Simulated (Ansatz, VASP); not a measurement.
Na2Nb in VASP and in Ansatz

Contents of INCAR:

```
PREC = Accurate
ENCUT = 600
EDIFF = 1E-6
ISMEAR = 0
SIGMA = 0.1
LREAL = F
LASPH = T
NELM = 100
ALGO = Fast
ISIF = 3
LWAVE = F
LCHARG = F
GGA = PE
IBRION = 2
NSW = 100
EDIFFG = -0.01
```

KPOINTS

```
Automatic mesh
0
Gamma
  8 8 8
```

POSCAR

```
Na2Nb
1.0
    0.0000000000      4.0267138283      4.0267138283
    4.0267138283      0.0000000000      4.0267138283
    4.0267138283      4.0267138283      0.0000000000
Na Nb
4 2
Direct
    0.1250000000      0.1250000000      0.1250000000
    0.6250000000      0.1250000000      0.1250000000
    0.1250000000      0.1250000000      0.6250000000
    0.1250000000      0.6250000000      0.1250000000
    0.5000000000      0.5000000000      0.5000000000
    0.7500000000      0.7500000000      0.7500000000
```

Input for Ansatz:

```yaml
crystal:
  lattice:
    - [0.0, 4.0267138283, 4.0267138283]
    - [4.0267138283, 0.0, 4.0267138283]
    - [4.0267138283, 4.0267138283, 0.0]
  atoms:
    - { symbol: Na, position: [0.125, 0.125, 0.125] }
    - { symbol: Na, position: [0.625, 0.125, 0.125] }
    - { symbol: Na, position: [0.125, 0.125, 0.625] }
    - { symbol: Na, position: [0.125, 0.625, 0.125] }
    - { symbol: Nb, position: [0.5, 0.5, 0.5] }
    - { symbol: Nb, position: [0.75, 0.75, 0.75] }
basis:
  ecutwfc: 420
kpoints:
  mp_grid: { grid: [8, 8, 8] }
hamiltonian:
  xc: pbe
scf:
  occupations: { method: gaussian, width: 0.1 }
output:
  forces: true
  stress: true
  eigenvalues: true
relax:
  adjacent_minimum: "off"
  f_tol: 0.01
  max_steps: 80
  cell: { stress_tol: 0.05 }
```

Alike in both runs: task relaxation of cell and atoms; functional PBE; k mesh 8 × 8 × 8; occupations gaussian, width 0.1 eV; no spin polarisation.

|  | VASP | Ansatz |
| --- | --- | --- |
| version | VASP 6.6.1 | Ansatz 0.2.0 |
| potentials or method | VASP PAW PBE potentials, release 64 (Na_pv, Nb_sv), cutoff 600 eV | scalar-relativistic, plane waves, PAW |
| valence electrons in the cell | 54 | 62 |

Ansatz gave:

* gap on the k mesh at the Fermi level, each at its own relaxed structure (eV): none
* relaxed volume (Å³/atom): 21.81
* relaxed length of the cell vector where the two differ most in proportion (Å): 5.699

Task: What did VASP give for the same quantities?

Result: gap on the k mesh at the Fermi level, each at its own relaxed structure (eV): none; relaxed volume (Å³/atom): 21.81; relaxed length of the cell vector where the two differ most in proportion (Å): 5.698.

A gap of «none» marks a metal or a gap that the smearing closes. VASP's potentials hold 54 valence electrons a cell and Ansatz's 62, so a difference there can come from the potentials and not from the codes.
